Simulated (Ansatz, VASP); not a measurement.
## One calculation of BN, two programs

```
CELL_PARAMETERS angstrom
0.00000 1.73710 1.73710
1.73710 0.00000 1.73710
1.73710 1.73710 0.00000
ATOMIC_POSITIONS crystal
B 0.00000 0.00000 0.00000
N 0.50000 0.50000 0.50000
```

Change from the starting cell: hydrostatic strain -0.5%.

Alike in both runs: task single point; functional r2SCAN; k mesh 12 × 12 × 12; no spin polarisation.

|  | VASP | Ansatz |
| --- | --- | --- |
| version | VASP 6.6.1 | Ansatz 0.2.0 |
| potentials or method | VASP PAW PBE potentials, release 64 (B, N) | plane waves, PAW |
| plane-wave cutoff (eV) | 520 | 500 |
| occupations | gaussian, width 0.01 eV | fixed |
| valence electrons in the cell | 8 | 8 |

```csv
,VASP,Ansatz,Ansatz less VASP
gap on the k mesh at the Fermi level (eV),1.45,1.46,+0.009
pressure (GPa),6.7,6.2,-0.51
```

VASP's potentials were made for PBE, not for r2SCAN.
